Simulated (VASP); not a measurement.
## Al: single point with LDA

The system is Al.

```
CELL_PARAMETERS angstrom
2.74103 0.00000 0.00000
-1.37052 2.37380 0.00000
0.00000 0.00000 4.51040
ATOMIC_POSITIONS crystal
Al 0.33333 0.66667 0.25000
Al 0.66667 0.33333 0.75000
```

| Property | Result |
| --- | --- |
| Program | VASP 6.6.1 |
| Task | single point |
| Functional | LDA |
| Potentials or basis | VASP PAW LDA potentials, release 64 (Al) |
| Cutoff | 520 eV |
| k mesh | 15 × 15 × 8 |
| Occupations | fermi-dirac, width 0.08 eV |
| Spin | no spin polarisation |
| Dipole correction | no |
| Further INCAR settings | ALGO = Normal; EDIFF = 1e-07; NBANDS = 10 |

The pressure is 8.2 GPa. The band gap on the k mesh is zero (band 3 reaches 13.46 eV, above the bottom of band 4 at 5.80 eV).

Levels at points of the mesh, in eV from the Fermi level:
| k point | band 1 | band 2 | band 3 | band 4 | band 5 | band 6 |
| --- | --- | --- | --- | --- | --- | --- |
| (0.00, 0.00, 0.00) | -11.96 | -5.10 | -4.69 | 11.56 | 11.56 | 11.67 |
| (0.00, 0.00, 0.50) | -10.16 | -10.16 | 3.49 | 3.49 | 12.55 | 12.55 |

It took 9.8 s on 1 thread of Intel(R) Xeon(R) 6975P-C (Granite Rapids), on a shared host, peak memory 0.14 GiB.
